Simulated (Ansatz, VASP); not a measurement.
## Rh in VASP and in Ansatz

Contents of INCAR:

```
PREC = Accurate
ENCUT = 520
EDIFF = 1E-6
ISMEAR = 0
SIGMA = 0.15
LREAL = False
LASPH = True
NELM = 60
ALGO = Fast
ISIF = 2
LWAVE = False
LCHARG = False
GGA = PS
NBANDS = 22
```

File KPOINTS:

```
regular mesh
0
Gamma
  24 24 14
```

File POSCAR:

```
Rh
1.0
    2.4736371980      0.0000000000      0.0000000000
   -1.2368185990      2.1422326532      0.0000000000
    0.0000000000      0.0000000000      4.3290202437
Rh
2
Direct
    0.6666666667      0.3333333333      0.7500000000
    0.3333333333      0.6666666667      0.2500000000
```

Input for Ansatz:

```yaml
crystal:
  lattice:
    - [2.473637198, 0.0, 0.0]
    - [-1.236818599, 2.1422326532, 0.0]
    - [0.0, 0.0, 4.3290202437]
  atoms:
    - { symbol: Rh, position: [0.6666666667, 0.3333333333, 0.75] }
    - { symbol: Rh, position: [0.3333333333, 0.6666666667, 0.25] }
basis:
  ecutwfc: 420
kpoints:
  mp_grid: { grid: [24, 24, 14] }
hamiltonian:
  xc: pbesol
scf:
  occupations: { method: gaussian, width: 0.15 }
output:
  forces: true
  stress: true
  eigenvalues: true
```

Change from the starting cell: strain -0.080 along x and y, +0.000 along z, atoms carried along.

Alike in both runs: task single point; functional PBEsol; k mesh 24 × 24 × 14; occupations gaussian, width 0.15 eV; no spin polarisation.

|  | VASP | Ansatz |
| --- | --- | --- |
| version | VASP 6.6.1 | Ansatz 0.2.0 |
| potentials or method | VASP PAW PBE potentials, release 64 (Rh_pv), cutoff 520 eV | scalar-relativistic, plane waves, PAW |
| valence electrons in the cell | 30 | 34 |

```csv
,VASP,Ansatz,Ansatz less VASP
gap on the k mesh at the Fermi level (eV),none,none,-
pressure (GPa),77.3,77.1,-0.24
"traceless stress, the component that is largest in VASP (GPa)",-30.88,-30.76,+0.118
```

VASP's potentials were made for PBE, not for PBEsol. A gap of «none» marks a metal or a gap that the smearing closes. Both programs put the cell under a high pressure, so it lies far from rest at this level. VASP's potentials hold 30 valence electrons a cell and Ansatz's 34, so a difference there can come from the potentials and not from the codes.

Noted on VASP's run: the cell as given lies far from equilibrium.
